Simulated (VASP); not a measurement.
Wanted: the native input for a VASP 6.6.1 run.

```yaml
Task: relaxation of cell and atoms
Functional: PBE
Potentials_or_basis: VASP PAW PBE potentials, release 64 (Bi_d)
Cutoff: 600 eV
k_mesh: 16 × 16 × 16
Occupations: fermi-dirac, width 0.1 eV
Spin: no spin polarisation
Target_pressure: 10.1 GPa
Dipole_correction: no
Further_INCAR_settings: ALGO = Normal; EDIFF = 1e-07; IBRION = 2; EDIFFG = -0.002; NSW = 80; ISIF = 3
```

The structure of Bi lies in POSCAR:

```
Bi
1.0
   -1.9007245728      1.9007245728      1.9007245728
    1.9007245728     -1.9007245728      1.9007245728
    1.9007245728      1.9007245728     -1.9007245728
Bi
1
Direct
    0.0000000000      0.0000000000      0.0000000000
```

One way to write it, as run:

INCAR

```
PREC     = Accurate       # precision mode
ENCUT    = 600            # plane-wave cutoff, eV
EDIFF    = 1E-7           # SCF threshold, eV
ISMEAR   = -1             # smearing method
SIGMA    = 0.1            # smearing width, eV
LREAL    = F              # projectors in reciprocal space
LASPH    = T              # aspherical terms in the spheres
NELM     = 100            # most SCF steps
ALGO     = Normal         # electronic algorithm
ISIF     = 3              # what is computed and relaxed
LWAVE    = F              # write WAVECAR
LCHARG   = F              # write CHGCAR
GGA      = PE             # functional
IBRION   = 2              # ionic algorithm
NSW      = 80             # ionic steps
EDIFFG   = -0.002         # ionic threshold
PSTRESS  = 101.0
```

KPOINTS

```
Automatic mesh
0
Gamma
  16 16 16
```

Potentials or basis: VASP PAW PBE potentials, release 64 (Bi_d).

Command:

```sh
$ cat potpaw_PBE.64/Bi_d/POTCAR > POTCAR
$ mpirun -np 1 vasp_std > vasp.out
```

Results of the run:

```json
{"Relaxed volume": "27.46 Å³/atom", "Relaxed cell": "a = 3.292 Å, b = 3.292 Å, c = 3.292 Å, α = 109.47°, β = 109.47°, γ = 109.47°", "Space group after relaxing (to 0.05 Å)": "Im-3m (No. 229)", "Energy change on relaxing (the enthalpy is what falls)": "+0.6 meV/atom", "Ionic steps": "2", "Pressure after relaxing": "10.1 GPa"}
```

Caveat: the cell is relaxed towards a set pressure, so the enthalpy falls and the energy may rise.

It took 71 s on 1 thread of Intel(R) Xeon(R) Platinum 8259CL CPU @ 2.50GHz (Skylake/Cascade Lake) (shared host), peak memory 0.19 GiB.
